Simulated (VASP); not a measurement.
A run of VASP 6.6.1 is set up as follows.

Contents of INCAR:

```
SYSTEM = CO
ALGO = Normal
EDIFF = 1E-7
EDIFFG = -0.3
ENCUT = 520
GGA = PE
IBRION = 2
ISIF = 2
ISMEAR = -1
IVDW = 12
LASPH = .TRUE.
LCHARG = .FALSE.
LREAL = Auto
LWAVE = .FALSE.
NELM = 60
NSW = 35
PREC = Accurate
SIGMA = 0.05
```

Contents of KPOINTS:

```
k-points
0
G
  1 1 1
  0 0 0
```

The input POSCAR:

```
CO
1.0
    7.7417530000      0.0000000000      0.0000000000
    0.0000000000      7.7417530000      0.0000000000
    0.0000000000      0.0000000000      7.7417530000
O C
8 8
Direct
    0.1518464000      0.1018139000      0.2339538000
    0.0906261000      0.7949170000      0.8964316000
    0.5706385000      0.9112139000     -0.0307457000
    0.0945060000      0.6482468000      0.3248386000
    0.6000428000      0.4687803000      0.2032803000
    0.8047208000      0.1559719000      0.5468352000
    0.5718637000      0.7034237000      0.4553275000
    0.1993607000      0.4714807000      0.9369104000
    0.2105061000      0.2068415000      0.1467358000
   -0.0285569000      0.8666016000      0.8441303000
    0.5606822000      0.9225407000      0.1170761000
    0.0051544000      0.6220955000      0.2090322000
    0.6027315000      0.4719021000      0.0547484000
    0.9493490000      0.1724459000      0.5170020000
    0.6835956000      0.6070725000      0.4729665000
    0.1440596000      0.4425353000      0.8020673000
```

Potentials or basis: VASP PAW PBE potentials, release 64 (O, C).

Launch:

```sh
$ cat potpaw_PBE.64/O/POTCAR potpaw_PBE.64/C/POTCAR > POTCAR
$ mpirun -np 1 vasp_gam > vasp.out
```

**Question.** What does it give for the band gap on the k mesh?

**Answer.** 5.81 eV.

**Question.** What does it give for the dispersion energy per atom?

**Answer.** -0.045 eV.

**Question.** Estimate the energy gained by relaxing.

**Answer.** 38.8 meV/atom.

The path:
| step | energy change (eV) | largest force (eV/Å) | pressure (GPa) |
| --- | --- | --- | --- |
| 1 | 0.0000 | 1.4489 | -0.16 |
| 2 | 3.4303 | 15.5564 | 12.42 |
| 3 | -0.0393 | 0.6185 | 0.93 |
| 4 | -0.1188 | 0.5464 | 0.85 |
| 5 | -0.3024 | 0.6226 | 0.48 |
| 6 | -0.4306 | 2.8878 | -0.83 |
| 7 | -0.4416 | 2.7690 | -0.80 |
| 8 | -0.4714 | 2.4075 | -0.70 |
| 9 | -0.5184 | 1.6986 | -0.52 |
| 10 | -0.5688 | 0.6070 | -0.20 |
| 11 | -0.5756 | 0.9267 | -0.08 |
| 12 | -0.5760 | 1.0199 | -0.04 |
| 13 | -0.5857 | 0.5995 | 0.07 |
| 14 | -0.5942 | 0.4027 | 0.29 |
| 15 | -0.5970 | 0.3651 | 0.18 |
| 16 | -0.5990 | 0.4863 | -0.03 |
| 17 | -0.6021 | 0.4247 | -0.09 |
| 18 | -0.6044 | 0.4857 | -0.21 |
| 19 | -0.6085 | 0.4072 | -0.07 |
| 20 | -0.6109 | 0.5621 | 0.18 |
| 21 | -0.6152 | 0.3830 | 0.21 |
| 22 | -0.6167 | 0.4518 | 0.25 |
| 23 | -0.6206 | 0.2561 | 0.02 |

Caveat: the k points lie up to 0.81 Å⁻¹ apart; the relaxation stopped at a loose force limit of 0.3 eV/Å, so its end isn't a converged minimum.
